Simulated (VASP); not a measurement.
CoSn3: single point with PBE

CoSn3:

```
CELL_PARAMETERS angstrom
4.49228 0.00000 0.00000
0.00000 4.49228 0.00000
0.00000 0.00000 4.49228
ATOMIC_POSITIONS crystal
Sn 0.00000 0.50000 0.50000
Sn 0.50000 0.00000 0.50000
Sn 0.50000 0.50000 0.00000
Co 0.00000 0.00000 0.00000
```

* Program: VASP 6.6.1
* Task: single point
* Functional: PBE
* Potentials or basis: VASP PAW PBE potentials, release 64 (Sn_d, Co)
* Cutoff: 520 eV
* k mesh: 10 × 10 × 10
* Occupations: gaussian, width 0.1 eV
* Spin: collinear spin, ferromagnetic start
* Starting moments: [0.0, 0.0, 0.0, 1.81] μB
* Dipole correction: no
* Further INCAR settings: ALGO = Normal; EDIFF = 1e-06; NBANDS = 38

```
Pressure                                              : -0.1 GPa
Net moment                                            : 1.46 μB per cell
Site moments                                          : Sn -0.00; Co +1.51 μB
Valence electrons inside the program's atomic spheres : Sn 12.22; Co 7.81
```

Levels at points of the mesh, in eV from the Fermi level:
Spin up:
| k point | band 23 | band 24 | band 25 | band 26 | band 27 | band 28 | band 29 | band 30 |
| --- | --- | --- | --- | --- | --- | --- | --- | --- |
| (0.00, 0.00, 0.00) | -1.87 | -1.87 | -1.04 | -1.04 | -0.02 | 3.04 | 3.04 | 3.04 |
| (0.50, 0.00, 0.00) | -1.48 | -0.62 | -0.62 | -0.29 | -0.29 | -0.06 | 0.73 | 1.60 |
| (0.50, 0.50, 0.00) | -1.41 | -1.40 | -0.06 | 0.19 | 1.11 | 1.11 | 1.47 | 1.47 |
| (0.50, 0.50, 0.50) | -1.47 | -1.47 | -1.47 | -1.36 | -1.36 | -1.24 | 7.12 | 7.12 |
Spin down:
| k point | band 23 | band 24 | band 25 | band 26 | band 27 | band 28 |
| --- | --- | --- | --- | --- | --- | --- |
| (0.00, 0.00, 0.00) | -0.23 | -0.23 | -0.15 | -0.15 | 0.17 | 2.98 |
| (0.50, 0.00, 0.00) | -0.30 | -0.30 | -0.21 | 0.24 | 0.56 | 0.56 |
| (0.50, 0.50, 0.00) | -0.51 | -0.47 | 0.20 | 0.51 | 1.09 | 1.09 |
| (0.50, 0.50, 0.50) | -1.02 | -0.40 | -0.40 | 0.24 | 0.24 | 0.24 |

Wall time 2.8 min on 1 thread of Intel(R) Xeon(R) 6975P-C (Granite Rapids), on a shared host, peak memory 0.42 GiB.

Caveat: spin-orbit coupling is left out, which moves the levels of the heavy elements.
